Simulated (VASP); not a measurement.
# HfB2 (P1) in VASP: further runs

HfB2 is run at these levels: PBE; tasks: single point.

Program: VASP 6.6.1. These are calculated values, not measurements. Logs are shortened: lines on timing, memory, paths and dates and some standing lists are left out, and cuts for length are marked.

## 1. The cell of the first run

The typed cell holds 3 atoms: a = 3.140 Å, b = 3.140 Å, c = 3.480 Å, α = 90.00°, β = 90.00°, γ = 120.00°.

## 2. Single point, PBE

INCAR reads:

```
SYSTEM = HfB2
  ALGO = Normal
  EDIFF = 1E-6
  ENCUT = 520
  GGA = PE
  ISIF = 2
  ISMEAR = -1
  LASPH = .TRUE.
  LCHARG = .FALSE.
  LREAL = .FALSE.
  LWAVE = .FALSE.
  NBANDS = 15
  NELM = 100
  PREC = Accurate
  SIGMA = 0.08
```

KPOINTS reads:

```
k-points
0
G
  7 7 6
  0 0 0
```

POSCAR reads:

```
HfB2
1.0
    3.1400000000      0.0000000000      0.0000000000
   -1.5700000000      2.7193197679      0.0000000000
    0.0000000000      0.0000000000      3.4800000000
Hf B
1 2
Direct
   -0.0047241350     -0.0035883974     -0.0017839080
    0.3599530024      0.6860837118      0.5234574713
    0.7180458337      0.3731642788      0.5059977011
```

Potentials or basis: VASP PAW PBE potentials, release 64 (Hf_pv, B).

Launch:

```sh
$ cat potpaw_PBE.64/Hf_pv/POTCAR potpaw_PBE.64/B/POTCAR > POTCAR
$ mpirun -np 1 vasp_std > vasp.out
```

OUTCAR:

```text
SYSTEM = HfB2
   EDIFF = 1E-6
   ENCUT = 520
   GGA = PE
   ISIF = 2
   ISMEAR = -1
   LASPH = .TRUE.
   LREAL = .FALSE.
   NELM = 100
   PREC = Accurate

 ion  position               nearest neighbor table
   1  0.995  0.996  0.998-   2 2.39   3 2.41   3 2.45   2 2.47   3 2.47   2 2.50   3 2.51   2 2.52
                             2 2.59   3 2.61   2 2.62   3 2.64
   2  0.360  0.686  0.523-   3 1.75   3 1.83   3 1.87   1 2.39   1 2.47   1 2.50   1 2.52   1 2.59
                             1 2.62
   3  0.718  0.373  0.506-   2 1.75   2 1.83   2 1.87   1 2.41   1 2.45   1 2.47   1 2.51   1 2.61
                             1 2.64

  LATTYP: Found a hexagonal cell.
 ALAT       =     3.1400000000
 C/A-ratio  =     1.1082802548

  Lattice vectors:

 A1 = (   3.1400000000,   0.0000000000,   0.0000000000)
 A2 = (  -1.5700000000,   2.7193197679,   0.0000000000)
 A3 = (   0.0000000000,   0.0000000000,   3.4800000000)

Analysis of symmetry for initial positions (statically):
=====================================================================
 Subroutine PRICEL returns:
 Original cell was already a primitive cell.

 Routine SETGRP: Setting up the symmetry group for a
 hexagonal supercell.

 Subroutine GETGRP returns: Found  1 space group operations
 (whereof  1 operations were pure point group operations)
 out of a pool of 24 trial point group operations.

The static configuration has the point symmetry C_1 .

Analysis of symmetry for dynamics (positions and initial velocities):
=====================================================================
 Subroutine PRICEL returns:
 Original cell was already a primitive cell.

 Routine SETGRP: Setting up the symmetry group for a
 hexagonal supercell.

 Subroutine GETGRP returns: Found  1 space group operations
 (whereof  1 operations were pure point group operations)
 out of a pool of 24 trial point group operations.

The dynamic configuration has the point symmetry C_1 .

 Subroutine INISYM returns: Found  1 space group operations
 (whereof  1 operations are pure point group operations),
 and found     1 'primitive' translations

----------------------------------------------------------------------------------------

                                     Primitive cell

  volume of cell :      29.7146

  direct lattice vectors                    reciprocal lattice vectors
     3.140000000  0.000000000  0.000000000     0.318471338  0.183869512  0.000000000
    -1.570000000  2.719319768  0.000000000     0.000000000  0.367739025  0.000000000
     0.000000000  0.000000000  3.480000000     0.000000000  0.000000000  0.287356322

  length of vectors
     3.140000000  3.140000000  3.480000000     0.367739025  0.367739025  0.287356322

  position of ions in fractional coordinates (direct lattice)
     0.995275865  0.996411603  0.998216092
     0.359953002  0.686083712  0.523457471
     0.718045834  0.373164279  0.505997701

  ion indices of the primitive-cell ions
   primitive index   ion index
                 1           1
                 2           2
                 3           3

----------------------------------------------------------------------------------------

 KPOINTS: k-points

Automatic generation of k-mesh.
 Grid dimensions read from file:
 generate k-points for:    7    7    6

 Generating k-lattice:

  Cartesian coordinates                     Fractional coordinates (reciprocal lattice)
     0.045495905  0.026267073  0.000000000     0.142857143  0.000000000  0.000000000
     0.000000000  0.052534146  0.000000000     0.000000000  0.142857143  0.000000000
     0.000000000  0.000000000  0.047892720     0.000000000  0.000000000  0.166666667

  Length of vectors
     0.052534146  0.052534146  0.047892720

  Shift w.r.t. Gamma in fractional coordinates (k-lattice)
     0.000000000  0.000000000  0.000000000

 Subroutine IBZKPT returns following result:
 ===========================================

 Found    148 irreducible k-points:

 Following reciprocal coordinates:
            Coordinates               Weight
  0.000000  0.000000  0.000000      1.000000
  0.142857  0.000000  0.000000      2.000000
  0.000000  0.142857  0.000000      2.000000
 -0.142857  0.142857  0.000000      2.000000
  0.285714  0.000000  0.000000      2.000000
  0.000000  0.285714  0.000000      2.000000
[... 16 lines left out ...]
  0.285714  0.285714  0.000000      2.000000
 -0.285714 -0.428571  0.000000      2.000000
 [... further k-points ...]
   k-points           NKPTS =    148   k-points in BZ     NKDIM =    148   number of bands    NBANDS=     15
   number of dos      NEDOS =    301   number of ions     NIONS =      3
   total plane-waves  NPLWV =  16128
   dimension x,y,z NGX =    24 NGY =   24 NGZ =   28
   dimension x,y,z NGXF=    48 NGYF=   48 NGZF=   56
   ions per type =               1   2
   NGX,Y,Z   is equivalent  to a cutoff of  12.71, 12.71, 13.38 a.u.
   NGXF,Y,Z  is equivalent  to a cutoff of  25.41, 25.41, 26.75 a.u.
 SYSTEM =  HfB2
   PREC   = accura    normal or accurate (medium, high low for compatibility)
   ISTART =      0    job   : 0-new  1-cont  2-samecut
   ICHARG =      2    charge: 1-file 2-atom 10-const
   ISPIN  =      1    spin polarized calculation?
   LNONCOLLINEAR =      F non collinear calculations
   LSORBIT =      F    spin-orbit coupling
   LASPH  =      T    aspherical Exc in radial PAW
   ENCUT  =  520.0 eV  38.22 Ry    6.18 a.u.   5.84  5.84  6.47*2*pi/ulx,y,z
   NELM   =    100;   NELMIN=  2; NELMDL= -5     # of ELM steps
   EDIFF  = 0.1E-05   stopping-criterion for ELM
   LREAL  =      F    real-space projection
   EDIFFG = 0.1E-04   stopping-criterion for IOM
   NSW    =      0    number of steps for IOM
   IBRION =     -1    ionic relax: 0-MD 1-quasi-New 2-CG
   NFREE  =      0    steps in history (QN), initial steepest desc. (CG)
   ISIF   =      2    stress and relaxation
   ISYM   =      2    0-nonsym 1-usesym 2-fastsym
   POTIM  = 0.5000    time-step for ionic-motion
   TEBEG  =    0.0;   TEEND  =   0.0 temperature during run
   PSTRESS=    0.0 pullay stress
   NELECT =      16.0000    total number of electrons
   NUPDOWN=      -1.0000    fix difference up-down
   EMIN   =  10.00;   EMAX   =-10.00  energy-range for DOS
   EFERMI =   0.00;   METHOD = LEGACY
   ISMEAR =    -1;   SIGMA  =   0.08  broadening in eV -4-tet -1-fermi 0-gaus
   EFERMI_NEDOS =   21; number of points for ismear=-14 and -15
   IALGO  =     38    algorithm
   IMIX   =      4    mixing-type and parameters
     AMIX     =   0.40;   BMIX     =  1.00
     AMIX_MAG =   1.60;   BMIX_MAG =  1.00
  volume/ion in A,a.u.               =       9.90        66.84
  Fermi-wavevector in a.u.,A,eV,Ry     =   1.331860  2.516850 24.134693  1.773850
  Thomas-Fermi vector in A             =   2.460838
   LORBIT       =      0    0 simple, 1 ext, 2 COOP (PROOUT), +10 PAW based schemes
   GGA     = PE    functional components
   LHFCALC =     F    Hartree Fock is set to
   AEXX    =    0.0000 exact exchange contribution
   IVDW    =     0    specifies the selected vdW correction
   LEPSILON=     F    determine dielectric tensor
   LRPA    =     F    only Hartree local field effects (RPA)
 non-spin polarized calculation
  energy-cutoff  :      520.00
  volume of cell :       29.71
 maximum number of plane-waves:       816
   NGX = 11   NGY = 11   NGZ = 13

 number of electron      15.9999999 magnetization

 Free energy of the ion-electron system (eV)
  ---------------------------------------------------
  ext. energy  EPLUGINS =         0.00000000
  ---------------------------------------------------
  free energy    TOTEN  =       -26.22628562 eV

  energy without entropy =      -26.21946364  energy(sigma->0) =      -26.22287463

 E-fermi :   7.4804     XC(G=0): -12.5904

 val. band max:        7.4580351732   @ k =   0.4286   0.4286   0.0000
 cond. band min:       7.4811389241   @ k =  -0.1429   0.0000   0.3333
 fundamental gap:      0.0231037510
 Fermi energy:         7.4803695025

 k-point     1 :       0.0000    0.0000    0.0000
  band No.  band energies     occupation
      1     -22.9675      2.00000
      2     -22.4707      2.00000
      3     -22.4536      2.00000
      4      -6.0834      2.00000
      5       4.3814      2.00000
      6       4.5085      2.00000
      7       5.0620      2.00000
      8       5.1381      2.00000
      9      11.3198      0.00000
     10      11.4451      0.00000
     11      11.6956      0.00000
     12      11.9474      0.00000
     13      12.7637      0.00000
     14      13.0766      0.00000
     15      13.8658      0.00000

 k-point     2 :       0.1429    0.0000    0.0000
  band No.  band energies     occupation
      1     -22.9430      2.00000
      2     -22.6055      2.00000
      3     -22.5035      2.00000
      4      -5.6569      2.00000
      5       3.4360      2.00000
      6       4.4562      2.00000
      7       4.9692      2.00000
      8       5.2087      2.00000
      9      10.2621      0.00000
     10      11.0283      0.00000
     11      11.4519      0.00000
     12      11.9188      0.00000
     13      13.4191      0.00000
     14      14.5528      0.00000
     15      14.8110      0.00000
[... 365 lines left out ...]
      3     -22.8227      2.00000
      4      -1.7936      2.00000
      5      -0.1249      2.00000
      6       0.7568      2.00000
      7       4.3874      2.00000
      8       6.0065      2.00000
      9       8.8730      0.00000
     10       8.9391      0.00000
     11      12.3191      0.00000
     12      16.2327      0.00000
     13      16.6853      0.00000
     14      17.2789      0.00000
     15      18.6341      0.00000

 k-point    24 :      -0.2857   -0.4286    0.0000
  band No.  band energies     occupation
      1     -23.0869      2.00000
      2     -22.8694      2.00000
      3     -22.8219      2.00000
      4      -1.7318      2.00000
      5       0.0218      2.00000
      6       0.5255      2.00000
      7       4.1979      2.00000
      8       6.1963      2.00000
      9       8.7518      0.00000
     10       9.0949      0.00000
     11      12.3414      0.00000
     12      16.1696      0.00000
     13      16.9894      0.00000
     14      17.1054      0.00000
     15      18.4687      0.00000

 [... further k-points ...]

------------------------ aborting loop because EDIFF is reached ----------------------------------------

  FORCE on cell =-STRESS in cart. coord.  units (eV):
  Direction    XX          YY          ZZ          XY          YZ          ZX
  --------------------------------------------------------------------------------------
  -------------------------------------------------------------------------------------
  Total        0.4222264      0.6592005      0.6747376      0.0755426      0.2363659      0.2467353
  in kB       22.7660052     35.5433955     36.3811433      4.0731768     12.7446032     13.3037055
  external PRESSURE =      31.5635147 kB  Pullay stress =       0.0000000 kB

 VOLUME and BASIS-vectors are now :
 -----------------------------------------------------------------------------
  energy-cutoff  :      520.00
  volume of cell :       29.71
      direct lattice vectors                 reciprocal lattice vectors
     3.140000000  0.000000000  0.000000000     0.318471338  0.183869512  0.000000000
    -1.570000000  2.719319768  0.000000000     0.000000000  0.367739025  0.000000000
     0.000000000  0.000000000  3.480000000     0.000000000  0.000000000  0.287356322

 POSITION                                       TOTAL-FORCE (eV/Angst)
 -----------------------------------------------------------------------------------
      1.56080      2.70956      3.47379         1.095051      1.250994      0.891752
      0.05310      1.86568      1.82163         0.033044      0.059625     -0.759434
      1.66880      1.01475      1.76087        -1.128094     -1.310618     -0.132318
 -----------------------------------------------------------------------------------
    total drift:                               -0.000044     -0.000054     -0.000141

  FREE ENERGIE OF THE ION-ELECTRON SYSTEM (eV)
  ---------------------------------------------------
  free  energy   TOTEN  =       -26.2262856213 eV

  energy  without entropy=      -26.2194636409  energy(sigma->0) =      -26.22287463
```

Wall time 55 s (1 thread of Intel Xeon Platinum 8375C at 2.90GHz (Ice Lake), shared host); peak memory 0.19 GiB.

What came out:

```yaml
Free_energy: -26.2263 eV
Pressure: 3.2 GPa
Largest_force: 1.887 eV/Å
Band_gap_on_the_k_mesh: zero (bands 8 and 9 overlap by 0.92 eV)
```

Forces on the atoms (eV/Å):
```
Hf   1.095  1.251  0.892
B    0.033  0.060 -0.759
B   -1.128 -1.311 -0.132
```

Stress tensor (GPa, compression positive):
```
2.28 0.41 1.33
0.41 3.55 1.27
1.33 1.27 3.64
```

Levels at points of the mesh, in eV from the Fermi level:
| k point | band 5 | band 6 | band 7 | band 8 | band 9 | band 10 | band 11 | band 12 |
| --- | --- | --- | --- | --- | --- | --- | --- | --- |
| (0.00, 0.00, 0.00) | -3.10 | -2.97 | -2.42 | -2.34 | 3.84 | 3.96 | 4.22 | 4.47 |
| (0.00, 0.00, 0.50) | -8.17 | -1.61 | -0.84 | 0.41 | 0.99 | 1.10 | 1.31 | 2.40 |

Caveat: the cell stands under pressure; spin-orbit coupling is left out, which moves the levels of the heavy elements; forces of over 1 eV/Å act on the atoms, so gaps and moduli don't describe the material at rest.

(Part 1 of 2 ends here.)

The gap in the log of VASP goes by the Fermi energy; the results here count the filled bands.